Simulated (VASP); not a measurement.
Here is a VASP 6.6.1 calculation.

The input INCAR:

```
ALGO = Normal
EDIFF = 1E-6
ENCUT = 520
GGA = PS
ISIF = 2
ISMEAR = 0
LASPH = T
LCHARG = F
LREAL = F
LWAVE = F
NBANDS = 8
NELM = 80
PREC = Accurate
SIGMA = 0.15
```

File KPOINTS:

```
k-points
0
Gamma
  12 12 12
```

The input POSCAR:

```
P
1.0
    4.3797274788      0.0000000000      0.0000000000
    0.0000000000      4.3797274788      0.0000000000
    0.0000000000      0.0000000000      4.4874500000
P
1
Direct
    0.0000000000      0.0000000000      0.0000000000
```

Potentials or basis: VASP PAW PBE potentials, release 64 (P).

Run with:

```sh
$ cat potpaw_PBE.64/P/POTCAR > POTCAR
$ mpirun -np 1 vasp_std > vasp.out
```

Question: Estimate the pressure.

Answer: -3.2 GPa.

Stress tensor (GPa, compression positive):
```
-3.37  0.00  0.00
 0.00 -3.37  0.00
 0.00  0.00 -2.99
```

Caveat: the cell differs from its parent crystal (strain +0.025 along x and y, +0.025 along z); the PAW data sets were made with another functional, which shifts forces and pressure a little.
